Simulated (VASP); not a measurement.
Set up this calculation in VASP 6.6.1, as the native input.

```yaml
Task: single point
Functional: PBEsol
Potentials_or_basis: VASP PAW PBE potentials, release 64 (Lu, Pd)
Cutoff: 520 eV
k_mesh: 5 × 5 × 1
Occupations: fermi-dirac, width 0.1 eV
Spin: no spin polarisation
Dipole_correction: yes
Further_INCAR_settings: ALGO = Normal; EDIFF = 1e-06; NBANDS = 43
```

The structure of LuPd lies in POSCAR:

```
LuPd
1.0
    3.4150000000      0.0000000000      0.0000000000
    0.0000000000      3.4150000000      0.0000000000
    0.0000000000      0.0000000000     18.1225000000
Lu Pd
2 2
Direct
    0.0000000000      0.0000000000      0.3586701614
    0.0000000000      0.0000000000      0.5471099462
    0.5000000000      0.5000000000      0.4528900538
    0.5000000000      0.5000000000      0.6413298386
```

One way to write it, as run:

INCAR

```
SYSTEM = LuPd
ALGO     = Normal         ! electronic algorithm
DIPOL    = 0.5 0.5 0.500
EDIFF    = 1E-6           ! SCF threshold, eV
ENCUT    = 520            ! plane-wave cutoff, eV
GGA      = PS             ! functional
IDIPOL   = 3            
ISIF     = 2              ! what is computed and relaxed
ISMEAR   = -1             ! smearing method
LASPH    = .TRUE.         ! aspherical terms in the spheres
LCHARG   = .FALSE.        ! write CHGCAR
LDIPOL   = .TRUE.       
LREAL    = .FALSE.        ! projectors in reciprocal space
LWAVE    = .FALSE.        ! write WAVECAR
NBANDS   = 43             ! bands
NELM     = 80             ! most SCF steps
PREC     = Accurate       ! precision mode
SIGMA    = 0.1            ! smearing width, eV
```

KPOINTS

```
k-points
0
G
  5 5 1
  0 0 0
```

Potentials or basis: VASP PAW PBE potentials, release 64 (Lu, Pd).

Command:

```bash
$ cat potpaw_PBE.64/Lu/POTCAR potpaw_PBE.64/Pd/POTCAR > POTCAR
$ mpirun -np 1 vasp_std > vasp.out
```

It gave:

```yaml
Largest_force: 1.336 eV/Å
Band_gap_on_the_k_mesh: 0.07 eV, direct
```

Caveat: the PAW data sets were made with another functional, which shifts forces and pressure a little; spin-orbit coupling is left out, which moves the levels of the heavy elements.

It took 3 min on 1 thread of Intel(R) Xeon(R) Platinum 8375C CPU @ 2.90GHz (Ice Lake), with other jobs on the host, peak memory 0.34 GiB.
